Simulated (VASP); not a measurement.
# Zn2HO4 (I4/mmm) in VASP: a series of runs

The runs below take Zn2HO4 through single point, relaxation of cell and atoms, with PBE.

All numbers are computed with VASP 6.6.1; they aren't measurements. Logs are shortened: lines on timing, memory, paths and dates and some standing lists are left out, and cuts for length are marked.

**1. The cell of the first run**

It takes space group I4/mmm (No. 139, tetragonal). The conventional cell has a = 3.325 Å, b = 3.325 Å, c = 11.368 Å, α = 90.00°, β = 90.00°, γ = 90.00°. Within 2.8 Å of Zn (site symmetry 4mm) lie 8 O at 2.10 to 2.28 Å. Within 2.2 Å of H (site symmetry 4/mmm) lie 4 O at 1.66 Å. Within 2.8 Å of O (site symmetry -4m2) lie 4 Zn at 2.10 Å and 4 O at 2.35 Å. Within 2.2 Å of O (site symmetry mmm) lie 2 H at 1.66 Å.

**2. Single point, PBE**

Contents of INCAR:

```
SYSTEM = Zn2HO4
  PREC = Accurate
  ENCUT = 520
  EDIFF = 1E-6
  ISMEAR = -1
  SIGMA = 0.1
  LREAL = .False.
  LASPH = .True.
  NELM = 60
  ALGO = Normal
  ISIF = 2
  LWAVE = .False.
  LCHARG = .False.
  GGA = PE
  NBANDS = 34
```

Contents of KPOINTS:

```
Automatic mesh
0
Gamma
  6 6 6
  0 0 0
```

Contents of POSCAR:

```
Zn2HO4
1.0
    0.0000000000      3.3252714559      0.0000000000
    3.3252714559      0.0000000000      0.0000000000
    1.6626357279      1.6626357279     -5.6838080287
Zn H O
2 1 4
Direct
    0.3631237675      0.3631237675      0.2737524650
    0.6368762325      0.6368762325      0.7262475350
    0.0000000000      0.0000000000      0.0000000000
    0.7500000000      0.2500000000      0.5000000000
    0.2500000000      0.7500000000      0.5000000000
    0.5000000000      0.0000000000      0.0000000000
    0.0000000000      0.5000000000      0.0000000000
```

Potentials or basis: VASP PAW PBE potentials, release 64 (Zn, H, O).

On the command line:

```bash
$ cat potpaw_PBE.64/Zn/POTCAR potpaw_PBE.64/H/POTCAR potpaw_PBE.64/O/POTCAR > POTCAR
$ mpirun -np 1 vasp_std > vasp.out
```

OUTCAR:

```text
SYSTEM = Zn2HO4
   PREC = Accurate
   ENCUT = 520
   EDIFF = 1E-6
   ISMEAR = -1
   LREAL = .False.
   LASPH = .True.
   NELM = 60
   ISIF = 2
   GGA = PE

 ion  position               nearest neighbor table
   1  0.363  0.363  0.274-   4 2.10   5 2.10   5 2.10   4 2.10   6 2.28   7 2.28   7 2.28   6 2.28

   2  0.637  0.637  0.726-   4 2.10   5 2.10   5 2.10   4 2.10   6 2.28   7 2.28   6 2.28   7 2.28

   3  0.000  0.000  0.000-
   4  0.750  0.250  0.500-   1 2.10   2 2.10   1 2.10   2 2.10
   5  0.250  0.750  0.500-   1 2.10   2 2.10   1 2.10   2 2.10
   6  0.500  0.000  0.000-   1 2.28   2 2.28   2 2.28   1 2.28
   7  0.000  0.500  0.000-   1 2.28   2 2.28   2 2.28   1 2.28

  LATTYP: Found a body centered tetragonal cell.
 ALAT       =     3.3252714559
 C/A-ratio  =     3.4185528033

  Lattice vectors:

 A1 = (  -1.6626357279,   1.6626357280,   5.6838080287)
 A2 = (   1.6626357280,  -1.6626357279,   5.6838080287)
 A3 = (   1.6626357279,   1.6626357279,  -5.6838080287)

Analysis of symmetry for initial positions (statically):
=====================================================================
 Subroutine PRICEL returns:
 Original cell was already a primitive cell.

 Routine SETGRP: Setting up the symmetry group for a
 body centered tetragonal supercell.

 Subroutine GETGRP returns: Found 16 space group operations
 (whereof 16 operations were pure point group operations)
 out of a pool of 16 trial point group operations.

The static configuration has the point symmetry D_4h.

Analysis of symmetry for dynamics (positions and initial velocities):
=====================================================================
 Subroutine PRICEL returns:
 Original cell was already a primitive cell.

 Routine SETGRP: Setting up the symmetry group for a
 body centered tetragonal supercell.

 Subroutine GETGRP returns: Found 16 space group operations
 (whereof 16 operations were pure point group operations)
 out of a pool of 16 trial point group operations.

The dynamic configuration has the point symmetry D_4h.

 Subroutine INISYM returns: Found 16 space group operations
 (whereof 16 operations are pure point group operations),
 and found     1 'primitive' translations

----------------------------------------------------------------------------------------

                                     Primitive cell

  volume of cell :      62.8483

  direct lattice vectors                    reciprocal lattice vectors
     0.000000000  3.325271456  0.000000000     0.000000000  0.300727328  0.087969192
     3.325271456  0.000000000  0.000000000     0.300727328  0.000000000  0.087969192
     1.662635728  1.662635728 -5.683808029     0.000000000  0.000000000 -0.175938384

  length of vectors
     3.325271456  3.325271456  6.150966496     0.313329706  0.313329706  0.175938384

  position of ions in fractional coordinates (direct lattice)
     0.363123767  0.363123767  0.273752465
     0.636876233  0.636876233  0.726247535
     0.000000000  0.000000000  0.000000000
     0.750000000  0.250000000  0.500000000
     0.250000000  0.750000000  0.500000000
     0.500000000  0.000000000  0.000000000
     0.000000000  0.500000000  0.000000000

  ion indices of the primitive-cell ions
   primitive index   ion index
                 1           1
                 2           2
                 3           3
                 4           4
                 5           5
                 6           6
                 7           7

----------------------------------------------------------------------------------------

 KPOINTS: Automatic mesh

Automatic generation of k-mesh.
 Grid dimensions read from file:
 generate k-points for:    6    6    6

 Generating k-lattice:

  Cartesian coordinates                     Fractional coordinates (reciprocal lattice)
     0.000000000  0.050121221  0.014661532     0.166666667  0.000000000 -0.000000000
     0.050121221  0.000000000  0.014661532     0.000000000  0.166666667 -0.000000000
     0.000000000  0.000000000 -0.029323064     0.000000000  0.000000000  0.166666667

  Length of vectors
     0.052221618  0.052221618  0.029323064

  Shift w.r.t. Gamma in fractional coordinates (k-lattice)
     0.000000000  0.000000000  0.000000000

 Subroutine IBZKPT returns following result:
 ===========================================

 Found     30 irreducible k-points:

 Following reciprocal coordinates:
            Coordinates               Weight
  0.000000  0.000000  0.000000      1.000000
  0.166667  0.000000  0.000000      8.000000
  0.333333  0.000000  0.000000      8.000000
  0.500000  0.000000  0.000000      4.000000
  0.166667  0.166667  0.000000      8.000000
  0.333333  0.166667  0.000000     16.000000
[... 16 lines left out ...]
 -0.333333 -0.333333  0.166667      4.000000
 -0.166667 -0.333333  0.166667     16.000000
 [... further k-points ...]
   k-points           NKPTS =     30   k-points in BZ     NKDIM =     30   number of bands    NBANDS=     34
   number of dos      NEDOS =    301   number of ions     NIONS =      7
   total plane-waves  NPLWV =  37632
   dimension x,y,z NGX =    28 NGY =   28 NGZ =   48
   dimension x,y,z NGXF=    56 NGYF=   56 NGZF=   96
   ions per type =               2   1   4
   NGX,Y,Z   is equivalent  to a cutoff of  14.00, 14.00, 12.97 a.u.
   NGXF,Y,Z  is equivalent  to a cutoff of  28.00, 28.00, 25.95 a.u.
 SYSTEM =  Zn2HO4
   PREC   = accura    normal or accurate (medium, high low for compatibility)
   ISTART =      0    job   : 0-new  1-cont  2-samecut
   ICHARG =      2    charge: 1-file 2-atom 10-const
   ISPIN  =      1    spin polarized calculation?
   LNONCOLLINEAR =      F non collinear calculations
   LSORBIT =      F    spin-orbit coupling
   LASPH  =      T    aspherical Exc in radial PAW
   ENCUT  =  520.0 eV  38.22 Ry    6.18 a.u.   6.18  6.18 11.44*2*pi/ulx,y,z
   NELM   =     60;   NELMIN=  2; NELMDL= -5     # of ELM steps
   EDIFF  = 0.1E-05   stopping-criterion for ELM
   LREAL  =      F    real-space projection
   EDIFFG = 0.1E-04   stopping-criterion for IOM
   NSW    =      0    number of steps for IOM
   IBRION =     -1    ionic relax: 0-MD 1-quasi-New 2-CG
   NFREE  =      0    steps in history (QN), initial steepest desc. (CG)
   ISIF   =      2    stress and relaxation
   ISYM   =      2    0-nonsym 1-usesym 2-fastsym
   POTIM  = 0.5000    time-step for ionic-motion
   TEBEG  =    0.0;   TEEND  =   0.0 temperature during run
   PSTRESS=    0.0 pullay stress
   NELECT =      49.0000    total number of electrons
   NUPDOWN=      -1.0000    fix difference up-down
   EMIN   =  10.00;   EMAX   =-10.00  energy-range for DOS
   EFERMI =   0.00;   METHOD = LEGACY
   ISMEAR =    -1;   SIGMA  =   0.10  broadening in eV -4-tet -1-fermi 0-gaus
   EFERMI_NEDOS =   21; number of points for ismear=-14 and -15
   IALGO  =     38    algorithm
   IMIX   =      4    mixing-type and parameters
     AMIX     =   0.40;   BMIX     =  1.00
     AMIX_MAG =   1.60;   BMIX_MAG =  1.00
  volume/ion in A,a.u.               =       8.98        60.59
  Fermi-wavevector in a.u.,A,eV,Ry     =   1.506754  2.847352 30.889406  2.270307
  Thomas-Fermi vector in A             =   2.617430
   LORBIT       =      0    0 simple, 1 ext, 2 COOP (PROOUT), +10 PAW based schemes
   GGA     = PE    functional components
   LHFCALC =     F    Hartree Fock is set to
   AEXX    =    0.0000 exact exchange contribution
   IVDW    =     0    specifies the selected vdW correction
   LEPSILON=     F    determine dielectric tensor
   LRPA    =     F    only Hartree local field effects (RPA)
 non-spin polarized calculation
  energy-cutoff  :      520.00
  volume of cell :       62.85
 maximum number of plane-waves:      1708
 NGX is ok and might be reduce to    28
   NGX = 13   NGY = 13   NGZ = 23

 number of electron      49.0000010 magnetization

 Free energy of the ion-electron system (eV)
  ---------------------------------------------------
  ext. energy  EPLUGINS =         0.00000000
  ---------------------------------------------------
  free energy    TOTEN  =       -26.74900287 eV

  energy without entropy =      -26.61768587  energy(sigma->0) =      -26.68334437

 E-fermi :   1.8477     XC(G=0): -11.5315

 val. band max:        1.8236959237   @ k =  -0.1667  -0.3333   0.1667
 cond. band min:       1.8584846951   @ k =   0.0000   0.0000   0.3333
 fundamental gap:      0.0347887714
 Fermi energy:         1.8476572534

 k-point     1 :       0.0000    0.0000    0.0000
  band No.  band energies     occupation
      1     -17.4582      2.00000
      2     -16.6763      2.00000
      3     -13.9356      2.00000
      4     -13.7974      2.00000
      5      -5.0538      2.00000
      6      -4.1449      2.00000
[... 26 lines left out ...]
     33      14.2291      0.00000
     34      14.4850      0.00000

 k-point     2 :       0.1667    0.0000    0.0000
  band No.  band energies     occupation
      1     -17.2390      2.00000
      2     -16.5191      2.00000
      3     -14.1888      2.00000
      4     -14.0163      2.00000
      5      -4.7554      2.00000
      6      -4.1044      2.00000
[... 26 lines left out ...]
     33      14.1577      0.00000
     34      14.2645      0.00000

 k-point     3 :       0.3333    0.0000    0.0000
  band No.  band energies     occupation
      1     -16.6252      2.00000
      2     -16.0685      2.00000
      3     -14.8558      2.00000
      4     -14.6164      2.00000
      5      -4.1919      2.00000
      6      -3.9285      2.00000
[... 26 lines left out ...]
     33      14.6436      0.00000
     34      15.3443      0.00000

 k-point     4 :       0.5000    0.0000    0.0000
  band No.  band energies     occupation
      1     -15.7578      2.00000
      2     -15.7575      2.00000
      3     -15.4580      2.00000
      4     -15.2985      2.00000
      5      -4.0182      2.00000
      6      -3.8488      2.00000
[... 26 lines left out ...]
     33      15.2033      0.00000
     34      16.3937      0.00000

 k-point     5 :       0.1667    0.1667    0.0000
  band No.  band energies     occupation
      1     -17.0114      2.00000
      2     -16.3965      2.00000
      3     -14.4025      2.00000
      4     -14.1542      2.00000
      5      -4.4119      2.00000
      6      -4.3158      2.00000
[... 621 lines left out ...]
 k-point    22 :      -0.1667    0.5000    0.1667
  band No.  band energies     occupation
      1     -15.7376      2.00000
      2     -15.5264      2.00000
      3     -15.5031      2.00000
      4     -15.2315      2.00000
      5      -4.3239      2.00000
      6      -3.9759      2.00000
[... 26 lines left out ...]
     33      15.1915      0.00000
     34      15.5927      0.00000

 k-point    23 :      -0.3333   -0.3333    0.1667
  band No.  band energies     occupation
      1     -15.8484      2.00000
      2     -15.8180      2.00000
      3     -15.1666      2.00000
      4     -14.7788      2.00000
      5      -5.4152      2.00000
      6      -4.3211      2.00000
[... 26 lines left out ...]
     33      14.9907      0.00000
     34      15.1960      0.00000

 k-point    24 :      -0.1667   -0.3333    0.1667
  band No.  band energies     occupation
      1     -16.3052      2.00000
      2     -16.1224      2.00000
      3     -14.9889      2.00000
      4     -14.5716      2.00000
      5      -4.4794      2.00000
      6      -4.2300      2.00000
[... 26 lines left out ...]
     33      14.6528      0.00000
     34      15.2661      0.00000

 [... further k-points ...]
[... 5 lines left out ...]
  --------------------------------------------------------------------------------------
  -------------------------------------------------------------------------------------
  Total        0.1933078      0.1933078      0.2312201      0.0000000      0.0000000      0.0000000
  in kB        4.9279517      4.9279517      5.8944408      0.0000000      0.0000000      0.0000000
  external PRESSURE =       5.2501147 kB  Pullay stress =       0.0000000 kB

 VOLUME and BASIS-vectors are now :
 -----------------------------------------------------------------------------
  energy-cutoff  :      520.00
  volume of cell :       62.85
      direct lattice vectors                 reciprocal lattice vectors
     0.000000000  3.325271456  0.000000000     0.000000000  0.300727328  0.087969192
     3.325271456  0.000000000  0.000000000     0.300727328  0.000000000  0.087969192
     1.662635728  1.662635728 -5.683808029     0.000000000  0.000000000 -0.175938384

 POSITION                                       TOTAL-FORCE (eV/Angst)
 -----------------------------------------------------------------------------------
      1.66264      1.66264     -1.55596         0.000000      0.000000      0.045370
      3.32527      3.32527     -4.12785        -0.000000     -0.000000     -0.045370
      0.00000      0.00000      0.00000        -0.000000      0.000000      0.000000
      1.66264      3.32527     -2.84190         0.000000     -0.000000      0.000000
      3.32527      1.66264     -2.84190         0.000000      0.000000      0.000000
      0.00000      1.66264      0.00000        -0.000000      0.000000      0.000000
      1.66264      0.00000      0.00000        -0.000000      0.000000      0.000000
 -----------------------------------------------------------------------------------
    total drift:                                0.000000      0.000000      0.000000

  FREE ENERGIE OF THE ION-ELECTRON SYSTEM (eV)
  ---------------------------------------------------
  free  energy   TOTEN  =       -26.7490028667 eV

  energy  without entropy=      -26.6176858706  energy(sigma->0) =      -26.68334437
```

It took 2 min on 1 thread of Oxide Virtual Turin-like, shared host; peak memory 0.17 GiB.

Results:

- Free energy: -26.7490 eV
- Pressure: 0.5 GPa
- Largest force: 0.045 eV/Å

Forces on the atoms (eV/Å):
```
Zn   0.000  0.000  0.045
Zn   0.000  0.000 -0.045
H    0.000  0.000  0.000
O    0.000  0.000  0.000
O    0.000  0.000  0.000
O    0.000  0.000  0.000
O    0.000  0.000  0.000
```

Levels at points of the mesh, in eV from the Fermi level:
```tsv
k point	band 20	band 21	band 22	band 23	band 24	band 25	band 26	band 27	band 28	band 29
(0.00, 0.00, 0.00)	-2.22	-0.65	-0.28	-0.14	-0.14	0.51	0.51	1.78	3.01	8.37
(0.50, 0.00, 0.00)	-2.47	-2.17	-1.91	-1.68	-1.44	-0.80	-0.61	6.18	6.75	7.13
(0.50, 0.50, 0.00)	-2.17	-1.84	-0.28	0.61	0.65	0.84	0.90	5.15	7.67	8.41
(0.00, 0.00, 0.50)	-2.01	-0.68	-0.20	0.12	0.12	0.26	0.26	1.84	5.36	6.08
```

Caveat: an odd number of electrons without spin polarisation forces a metal; a magnetic or distorted state may lie lower.

**3. Relaxation of cell and atoms, PBE**

This run uses another cell than the first one, of 8.14 Å³/atom, 0.907 times its volume.

Contents of INCAR:

```
ALGO     = Normal         # electronic algorithm
EDIFF    = 1E-6           # SCF threshold, eV
EDIFFG   = -0.01          # ionic threshold
ENCUT    = 600            # plane-wave cutoff, eV
GGA      = PE             # functional
IBRION   = 2              # ionic algorithm
ISIF     = 3              # what is computed and relaxed
ISMEAR   = -1             # smearing method
LASPH    = True           # aspherical terms in the spheres
LCHARG   = False          # write CHGCAR
LREAL    = False          # projectors in reciprocal space
LWAVE    = False          # write WAVECAR
NELM     = 100            # most SCF steps
NSW      = 60             # ionic steps
PREC     = Accurate       # precision mode
SIGMA    = 0.1            # smearing width, eV
```

Contents of KPOINTS:

```
k-points
0
Gamma
  6 6 6
```

Contents of POSCAR:

```
Zn2HO4
1.0
    0.0000000000      3.3497560000      0.0000000000
    3.3497560000      0.0000000000      0.0000000000
    1.6748780000      1.6748780000     -5.0806060000
Zn H O
2 1 4
Direct
    0.3500000000      0.3500000000      0.3000000000
    0.6500000000      0.6500000000      0.7000000000
    0.0000000000      0.0000000000      0.0000000000
    0.7500000000      0.2500000000      0.5000000000
    0.2500000000      0.7500000000      0.5000000000
    0.5000000000      0.0000000000      0.0000000000
    0.0000000000      0.5000000000      0.0000000000
```

Potentials or basis: VASP PAW PBE potentials, release 64 (Zn, H, O).

On the command line:

```bash
$ cat potpaw_PBE.64/Zn/POTCAR potpaw_PBE.64/H/POTCAR potpaw_PBE.64/O/POTCAR > POTCAR
$ mpirun -np 1 vasp_std > vasp.out
```

It took 10 min on 1 thread of Oxide Virtual Turin-like, shared host; peak memory 0.19 GiB.

The run converged. Its results:

```
Free energy                            : -26.7418 eV
Relaxed volume                         : 9.01 Å³/atom
Relaxed cell                           : a = 3.329 Å, b = 3.329 Å, c = 6.159 Å, α = 74.32°, β = 74.32°, γ = 90.00°
Space group after relaxing (to 0.05 Å) : I4/mmm (No. 139)
Energy gained by relaxing              : 107.6 meV/atom
Ionic steps                            : 9
Pressure after relaxing                : -0.1 GPa
```

Forces on the atoms (eV/Å):
```
Zn   0.000  0.000  0.002
Zn   0.000  0.000 -0.002
H    0.000  0.000  0.000
O    0.000  0.000  0.000
O    0.000  0.000  0.000
O    0.000  0.000  0.000
O    0.000  0.000  0.000
```

Step by step:
```tsv
step	energy change (eV)	largest force (eV/Å)	pressure (GPa)	volume (Å³)
1	0.0000	1.5732	22.35	57.01
2	-0.4768	0.0032	-7.17	66.90
3	-0.5358	0.3081	-1.38	64.10
4	-0.6144	0.2673	-1.17	63.92
5	-0.7513	0.1083	-0.27	63.20
6	-0.7517	0.0902	0.05	63.12
7	-0.7518	0.0964	-0.07	63.15
8	-0.7530	0.0354	-0.07	63.09
9	-0.7532	0.0022	-0.13	63.06
```

Final structure:
```cif
data_structure
_symmetry_space_group_name_H-M 'P 1'
_symmetry_Int_Tables_number 1
_cell_length_a 3.3286
_cell_length_b 3.3286
_cell_length_c 6.1588
_cell_angle_alpha 74.322
_cell_angle_beta 74.322
_cell_angle_gamma 90.000
_cell_volume 63.06
loop_
_atom_site_label
_atom_site_type_symbol
_atom_site_fract_x
_atom_site_fract_y
_atom_site_fract_z
_atom_site_occupancy
Zn1 Zn 0.36347 0.36347 0.27307 1
Zn2 Zn 0.63653 0.63653 0.72693 1
H1 H 0.00000 0.00000 0.00000 1
O1 O 0.75000 0.25000 0.50000 1
O2 O 0.25000 0.75000 0.50000 1
O3 O 0.50000 0.00000 0.00000 1
O4 O 0.00000 0.50000 0.00000 1
```

Levels at points of the mesh, in eV from the Fermi level:
```tsv
k point	band 21	band 22	band 23	band 24	band 25	band 26	band 27	band 28
(0.00, 0.00, 0.00)	-0.64	-0.29	-0.14	-0.14	0.51	0.51	1.77	2.99
(0.50, 0.00, 0.00)	-2.16	-1.91	-1.67	-1.43	-0.80	-0.61	6.16	6.73
(0.50, 0.50, 0.00)	-1.84	-0.28	0.61	0.65	0.84	0.90	5.13	7.65
(0.00, 0.00, 0.50)	-0.68	-0.21	0.12	0.12	0.27	0.27	1.84	5.33
```

Caveat: an odd number of electrons without spin polarisation forces a metal; a magnetic or distorted state may lie lower.
